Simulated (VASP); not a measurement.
Wanted: the native input for a VASP 6.6.1 run.

- Task: single point
- Functional: PBE
- Dispersion: D3(BJ)
- Potentials or basis: VASP PAW PBE potentials, release 64 (Tl_d, Te, O)
- Cutoff: 520 eV
- k mesh: 6 × 6 × 2
- Occupations: gaussian, width 0.1 eV
- Spin: no spin polarisation
- Dipole correction: no
- Further INCAR settings: ALGO = Normal; EDIFF = 1e-06; NBANDS = 30

The structure of Tl2Te2O lies in POSCAR:

```
Tl2Te2O
1.0
    4.1210853200      0.0000000000      0.0000000000
   -2.0605426600      3.5689645800      0.0000000000
    0.0000000000      0.0000000000      9.9023251900
Tl Te O
2 2 1
Direct
    0.6666666700      0.3333333300      0.0926318300
    0.3333333300      0.6666666700      0.9073681700
    0.3333333300      0.6666666700      0.3307838700
    0.6666666700      0.3333333300      0.6692161300
    0.0000000000      0.0000000000      0.0000000000
```

These files were run (other wordings do the same):

INCAR

```
SYSTEM = Tl2Te2O
PREC = Accurate
ENCUT = 520
EDIFF = 1E-6
ISMEAR = 0
SIGMA = 0.1
LREAL = .FALSE.
LASPH = .TRUE.
NELM = 60
ALGO = Normal
ISIF = 2
LWAVE = .FALSE.
LCHARG = .TRUE.
GGA = PE
IVDW = 12
LELF = .TRUE.
LVHAR = .TRUE.
NBANDS = 30
```

KPOINTS

```
Automatic mesh
0
G
  6 6 2
  0 0 0
```

Potentials or basis: VASP PAW PBE potentials, release 64 (Tl_d, Te, O).

Launch:

```bash
$ cat potpaw_PBE.64/Tl_d/POTCAR potpaw_PBE.64/Te/POTCAR potpaw_PBE.64/O/POTCAR > POTCAR
$ mpirun -np 1 vasp_std > vasp.out
```

It gave:

The pressure is -2.6 GPa and the largest force is 2.052 eV/Å. The band gap on the k mesh is zero (bands 22 and 23 overlap by 1.16 eV) and the dispersion energy per atom is -0.300 eV.

Caveat: spin-orbit coupling is left out, which moves the levels of the heavy elements; forces of over 1 eV/Å act on the atoms, so gaps and moduli don't describe the material at rest.

Wall time 82 s on 1 thread of Oxide Virtual Turin-like Processor (shared host), peak memory 0.27 GiB.
